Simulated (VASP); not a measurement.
# Ta4Al5N9 in VASP: notebook, part 3 of 3

VASP 6.6.1.

**5. Single point, PBE**

The input, INCAR:

```
ALGO = Normal ; EDIFF = 1E-6
ENCUT = 520 ; GGA = PE
ISIF = 2 ; ISMEAR = -1
ISYM = 0 ; LASPH = True
LCHARG = False ; LREAL = Auto
LWAVE = False ; NBANDS = 67
NELM = 80 ; PREC = Accurate
SIGMA = 0.2482
```

The input, KPOINTS:

```
Automatic mesh
0
Gamma
  1 1 1
  0.25 0.25 0.25
```

The input, POSCAR:

```
Ta4Al5N9
1.0
    5.7043550000     -0.0555350000     -0.0206970000
   -0.0555350000      6.2992770000      0.1411560000
   -0.0206970000      0.1411560000      5.7643950000
Al N Ta
5 9 4
Direct
    0.3052701161      0.7124232024      0.5739329741
    0.4341118991      0.2213417393      0.5478653179
    0.6506655672      0.5518435743      0.5823427773
    0.9863963406      0.7628727212      0.1728154270
    0.5532646983     -0.0223622366      0.0637838808
    0.7802037562      0.3245040311      0.5968916402
    0.7530712863      0.1750948712      0.2043322196
    0.4236329993      0.4426778811      0.7457555031
    0.5153434091      0.7817838098      0.3059085276
    0.0040199410      0.0515264448     -0.1583007525
    0.9700664995      0.7130001211      0.4813849886
    0.5983001435     -0.0733065687      0.7656421325
    0.2362158173      0.7046119819      0.9574456209
    0.2929393286      0.2003072846      0.1543633617
    0.4373973177      0.5123485555      0.1175677135
    1.0044263617      0.3355826610      0.3193677925
    0.8278223532     -0.0056660491      0.5467576799
    0.0650189599      0.3662203542      0.8106093523
```

Potentials or basis: VASP PAW PBE potentials, release 64 (Al, N, Ta_pv).

Command:

```bash
$ cat potpaw_PBE.64/Al/POTCAR potpaw_PBE.64/N/POTCAR potpaw_PBE.64/Ta_pv/POTCAR > POTCAR
$ mpirun -np 1 vasp_std > vasp.out
```

OUTCAR:

```text
EDIFF = 1E-6
   ENCUT = 520
   GGA = PE
   ISIF = 2
   ISMEAR = -1
   ISYM = 0
   LASPH = True
   LREAL = Auto
   NELM = 80
   PREC = Accurate

 ion  position               nearest neighbor table
   1  0.305  0.712  0.574-  11 1.98   9 1.99   8 2.05   3 2.23  13 2.25  12 2.42  18 2.85   4 2.94
                            15 3.08   2 3.20   2 3.27  17 3.28  16 3.30  15 3.41  17 3.44
   2  0.434  0.221  0.548-   8 1.85   6 2.09  12 2.39  14 2.41   3 2.42  17 2.69  18 2.79  16 2.86
                            15 3.02   1 3.20   1 3.27   5 3.33   5 3.35
   3  0.651  0.552  0.582-   6 1.62   8 1.72  11 2.14   1 2.23   9 2.25   2 2.42  16 2.93  18 2.93
                            17 2.95  15 2.95   4 3.27  15 3.32
   4  0.986  0.763  0.173-  11 1.80  13 1.95  16 2.79  17 2.82   5 2.89   1 2.94  15 3.07   3 3.27
                            18 3.37
   5  0.553  0.978  0.064-  12 1.78   9 1.83   7 1.88  14 2.15  13 2.56   4 2.89  15 3.00  17 3.19
                             2 3.33   2 3.35  17 3.37  15 3.47
   6  0.780  0.325  0.597-   3 1.62  18 2.05  16 2.05   2 2.09  17 2.14
   7  0.753  0.175  0.204-  16 1.87   5 1.88  17 2.27
   8  0.424  0.443  0.746-   3 1.72   2 1.85   1 2.05  18 2.12  15 2.21
   9  0.515  0.782  0.306-   5 1.83   1 1.99  15 2.10   3 2.25  17 2.64
[... 178 lines left out ...]
      3     -27.8332      2.00000
      4     -27.7802      2.00000
      5     -27.6716      2.00000
      6     -27.6344      2.00000
[... 56 lines left out ...]
     63      10.2580      0.00005
     64      10.7354      0.00001
 [bands above 64 left out]

------------------------ aborting loop because EDIFF is reached ----------------------------------------

  FORCE on cell =-STRESS in cart. coord.  units (eV):
  Direction    XX          YY          ZZ          XY          YZ          ZX
  --------------------------------------------------------------------------------------
  -------------------------------------------------------------------------------------
  Total       30.8749705     20.2503824     18.4406160     -4.6038846      0.4350657     -6.1407423
  in kB      238.9718802    156.7377032    142.7301338    -35.6340081      3.3674028    -47.5292679
  external PRESSURE =     179.4799057 kB  Pullay stress =       0.0000000 kB

 VOLUME and BASIS-vectors are now :
 -----------------------------------------------------------------------------
  energy-cutoff  :      520.00
  volume of cell :      207.00
      direct lattice vectors                 reciprocal lattice vectors
     5.704355000 -0.055535000 -0.020697000     0.175321724  0.001532387  0.000591966
    -0.055535000  6.299277000  0.141156000     0.001532387  0.158848928 -0.003884321
    -0.020697000  0.141156000  5.764395000     0.000591966 -0.003884321  0.173575986

 POSITION                                       TOTAL-FORCE (eV/Angst)
 -----------------------------------------------------------------------------------
      1.68993      4.55181      3.40262        -2.798370      2.025310      1.296890
      2.45270      1.44752      3.18037        -0.211412     -1.438644     -0.946622
      3.66893      3.52228      3.42128         3.323804      6.433223     -1.333001
      5.58081      4.77516      1.08345         0.705544     -0.118422     -4.673194
      3.10040      6.13669      0.49422        -1.592274      2.328072      1.296610
      4.42018      2.08507      3.47038         2.557848     -4.405280     -0.079060
[... 10 lines left out ...]
      4.65566      6.29479      3.27495         1.209999      0.530234      0.186181
      0.33378      2.41773      4.72302        -0.529463     -2.590084      1.236108
 -----------------------------------------------------------------------------------
    total drift:                               -0.004094     -0.000623      0.000939

  FREE ENERGIE OF THE ION-ELECTRON SYSTEM (eV)
  ---------------------------------------------------
  free  energy   TOTEN  =      -142.0277533492 eV

  energy  without entropy=     -140.9815810613  energy(sigma->0) =     -141.50466721
```

OSZICAR:

```text
N       E                     dE             d eps       ncg     rms          rms(c)
DAV:   1     0.817128364695E+03    0.81713E+03   -0.53674E+04   134   0.151E+03
DAV:   2    -0.102557722056E+03   -0.91969E+03   -0.88736E+03   161   0.404E+02
DAV:   3    -0.169035189022E+03   -0.66477E+02   -0.65419E+02   164   0.106E+02
DAV:   4    -0.170581184621E+03   -0.15460E+01   -0.15387E+01   164   0.166E+01
DAV:   5    -0.170620407518E+03   -0.39223E-01   -0.39157E-01   172   0.247E+00    0.571E+01
DAV:   6    -0.145678572536E+03    0.24942E+02   -0.18500E+02   180   0.490E+01    0.247E+01
DAV:   7    -0.143056067480E+03    0.26225E+01   -0.36349E+01   164   0.229E+01    0.184E+01
DAV:   8    -0.142121224602E+03    0.93484E+00   -0.66442E+00   172   0.116E+01    0.926E+00
DAV:   9    -0.142053581736E+03    0.67643E-01   -0.15034E+00   164   0.543E+00    0.143E+00
DAV:  10    -0.142028938475E+03    0.24643E-01   -0.28754E-01   164   0.271E+00    0.845E-01
DAV:  11    -0.142027647106E+03    0.12914E-02   -0.55806E-02   164   0.110E+00    0.560E-01
DAV:  12    -0.142027711609E+03   -0.64502E-04   -0.67619E-03   164   0.398E-01    0.313E-01
DAV:  13    -0.142027733341E+03   -0.21733E-04   -0.18280E-03   164   0.227E-01    0.916E-02
DAV:  14    -0.142027756928E+03   -0.23586E-04   -0.46740E-04   164   0.104E-01    0.308E-02
DAV:  15    -0.142027752903E+03    0.40249E-05   -0.57664E-05   164   0.386E-02    0.171E-02
DAV:  16    -0.142027753468E+03   -0.56511E-06   -0.17333E-05   156   0.190E-02    0.896E-03
DAV:  17    -0.142027753349E+03    0.11885E-06   -0.22650E-06    84   0.913E-03
   1 F= -.14202775E+03 E0= -.14150467E+03  d E =-.104617E+01
```

It took 50 s on 1 thread of Intel Xeon Platinum 8488C (Sapphire Rapids), shared host; peak memory 0.29 GiB.

Results:

```
Free energy   : -142.0278 eV
Pressure      : 17.9 GPa
Largest force : 7.363 eV/Å
```

Forces in eV/Å, atoms in the order of the input:
```
Al  -2.798  2.025  1.297
Al  -0.211 -1.439 -0.947
Al   3.324  6.433 -1.333
Al   0.706 -0.118 -4.673
Al  -1.592  2.328  1.297
N    2.558 -4.405 -0.079
N   -2.129 -2.632 -0.703
N   -2.755  0.042  1.816
N    0.164 -1.612  3.024
N    1.415  0.779 -0.089
N    1.623 -1.210  1.450
N   -4.076 -0.769 -0.663
N   -2.919  0.194 -0.240
N   -0.624  0.809 -0.149
Ta   3.083 -0.626 -0.369
Ta   3.553  2.261 -1.061
Ta   1.210  0.530  0.186
Ta  -0.529 -2.590  1.236
```

Stress tensor (GPa, compression positive):
```
23.90 -3.56 -4.75
-3.56 15.67  0.34
-4.75  0.34 14.27
```

Caveat: the k points lie up to 1.10 Å⁻¹ apart, too coarse for converged energies, forces and pressures; the atoms stand as in a frame of molecular dynamics; spin-orbit coupling is left out, which moves the levels of the heavy elements.

**6. Single point, PBE**

The input, INCAR:

```
SYSTEM = Ta4Al5N9
ALGO = Normal ; EDIFF = 1E-7
ENCUT = 520 ; GGA = PE
ISIF = 2 ; ISMEAR = -1
ISYM = 0 ; LASPH = .True.
LCHARG = .False. ; LREAL = Auto
LWAVE = .False. ; NBANDS = 67
NELM = 80 ; PREC = Accurate
SIGMA = 0.2482
```

KPOINTS is that of step 5.

The input, POSCAR:

```
Ta4Al5N9
1.0
    5.7043550000     -0.0555350000     -0.0206970000
   -0.0555350000      6.2992770000      0.1411560000
   -0.0206970000      0.1411560000      5.7643950000
Al N Ta
5 9 4
Direct
    0.2238132976      0.7257430130      0.7524455356
    0.3980377672      0.1370493773      0.6453925947
    0.6125081861      0.5086458096      0.6260080501
    1.0317341027      0.8777436931      0.0948007574
    0.5029383999     -0.0209109757      0.0992640209
    0.7496288533      0.2181167248      0.6389807749
    0.7031746116      0.2259259344      0.2046583906
    0.4354190528      0.4036300304      0.8517783857
    0.4951945833      0.7602535436      0.3728567687
    0.1175087658     -0.0134441583     -0.3870446417
    0.9580931837      0.5873183857      0.6005660855
    0.6030529555     -0.1503888527      0.8604139161
    0.0591585366      0.5889357057      1.0459365806
    0.2437909015      0.1509451366      0.1031603366
    0.4504728541      0.4691335279      0.1760036265
    1.0025409011      0.3363933119      0.3448132293
    0.7968966422     -0.0888738346      0.5409940583
    0.0669642746      0.3144714602      0.8449447732
```

Potentials or basis: VASP PAW PBE potentials, release 64 (Al, N, Ta_pv).

Command:

```bash
$ cat potpaw_PBE.64/Al/POTCAR potpaw_PBE.64/N/POTCAR potpaw_PBE.64/Ta_pv/POTCAR > POTCAR
$ mpirun -np 1 vasp_std > vasp.out
```

Run time: 51 s. Hardware: 1 thread of Intel Xeon Platinum 8488C (Sapphire Rapids), shared host; peak memory 0.29 GiB.

The run converged. Its results:

```
Free energy   : -145.8055 eV
Pressure      : 4.1 GPa
Largest force : 4.345 eV/Å
```

Forces on the atoms (eV/Å):
```
Al   0.568 -0.821 -1.082
Al   2.187  0.353 -1.099
Al   2.965  0.708 -1.405
Al  -1.424  0.490  1.708
Al   1.527  0.817  3.570
N    1.151  0.789  0.120
N    0.125 -0.952 -1.402
N   -2.653  0.671 -2.481
N    1.042 -1.734 -0.387
N    2.427  1.204  1.224
N   -0.480 -0.161 -0.782
N   -1.184 -1.105 -3.090
N    1.032 -0.811  1.180
N   -2.473 -1.314  1.651
Ta   0.547  0.557  1.611
Ta  -0.228  0.694  1.306
Ta  -0.860  0.177  0.043
Ta  -4.269  0.439 -0.685
```

Stress tensor (GPa, compression positive):
```
 2.28  0.81 -6.35
 0.81 -2.83  2.73
-6.35  2.73 12.99
```

Levels at points of the mesh, in eV from the Fermi level:
```csv
k point,band 50,band 51,band 52,band 53,band 54,band 55
"(0.25, 0.25, 0.25)",-0.80,-0.55,-0.07,0.20,0.44,0.55
```

Caveat: the k points lie up to 1.10 Å⁻¹ apart, too coarse for converged energies, forces and pressures; the atoms stand as in a frame of molecular dynamics; spin-orbit coupling is left out, which moves the levels of the heavy elements.

**7. The runs side by side**

```tsv
cell	smearing	pressure (GPa)	largest force (eV/Å)
as given, atomic positions A	fermi-dirac 0.3447 eV	15.7	6.29
as given, atomic positions B	fermi-dirac 0.3447 eV	3.7	4.39
as given, atomic positions C	fermi-dirac 0.3447 eV	32.2	9.78
as given, atomic positions D	fermi-dirac 0.2482 eV	17.9	7.36
as given, atomic positions E	fermi-dirac 0.2482 eV	4.1	4.35
```

Alike in all rows: task single point; level PBE; potentials or basis VASP PAW PBE potentials, release 64 (Al, N, Ta_pv); no spin polarisation; k mesh 1 × 1 × 1, shifted; cutoff (eV) 520.

Caveats: all runs use coarse meshes; the atoms stand as in a frame of molecular dynamics; spin-orbit coupling is left out, which moves the levels of the heavy elements; so wide a smearing shifts energies and pressures (at least some runs).

Absolute energies hang on the potentials; compare differences alone.
